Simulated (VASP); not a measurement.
CsNa4Mg3, 8 atoms in the cell. It takes space group Pmmm (No. 47, orthorhombic). The conventional cell has a = 3.673 Å, b = 5.397 Å, c = 14.603 Å, α = 90.00°, β = 90.00°, γ = 90.00°. Cs (site symmetry mmm) has 2 Cs at 3.67 Å and 2 Na at 4.05 Å and 8 Mg at 4.31 Å within 4.8 Å. Within 4.0 Å of Na (site symmetry mm2) lie 5 Na at 3.06 to 3.67 Å and 6 Mg at 3.48 to 3.61 Å. Na (site symmetry mm2) has 4 Na at 3.20 to 3.67 Å and 6 Mg at 3.49 to 3.74 Å and 1 Cs at 4.05 Å within 4.2 Å. Within 4.7 Å of Mg (site symmetry mmm) lie 12 Na at 3.61 to 3.74 Å and 2 Mg at 3.67 Å. Within 4.6 Å of Mg (site symmetry mm2) lie 6 Na at 3.48 to 3.49 Å and 2 Mg at 3.67 Å and 4 Cs at 4.31 Å. 

- Program: VASP 6.6.1
- Task: single point
- Functional: PBE
- Potentials or basis: VASP PAW PBE potentials, release 64 (Cs_sv, Na_pv, Mg)
- Cutoff: 520 eV
- k mesh: 4 × 4 × 2
- Occupations: gaussian, width 0.2 eV
- Spin: no spin polarisation
- Dipole correction: no
- Further INCAR settings: ALGO = Fast; EDIFF = 1e-07; NBANDS = 32

Potentials or basis: VASP PAW PBE potentials, release 64 (Cs_sv, Na_pv, Mg).

Launch:

```bash
$ cat potpaw_PBE.64/Cs_sv/POTCAR potpaw_PBE.64/Na_pv/POTCAR potpaw_PBE.64/Mg/POTCAR > POTCAR
$ mpirun -np 1 vasp_std > vasp.out
```

Hardware: 1 thread of Intel(R) Xeon(R) Platinum 8488C (Sapphire Rapids) (shared host).

How long does it take, and how much memory?

It took 2.3 min on 1 thread of Intel(R) Xeon(R) Platinum 8488C (Sapphire Rapids), on a shared host, peak memory 0.43 GiB. Counts: scf iterations 15, k points 18.
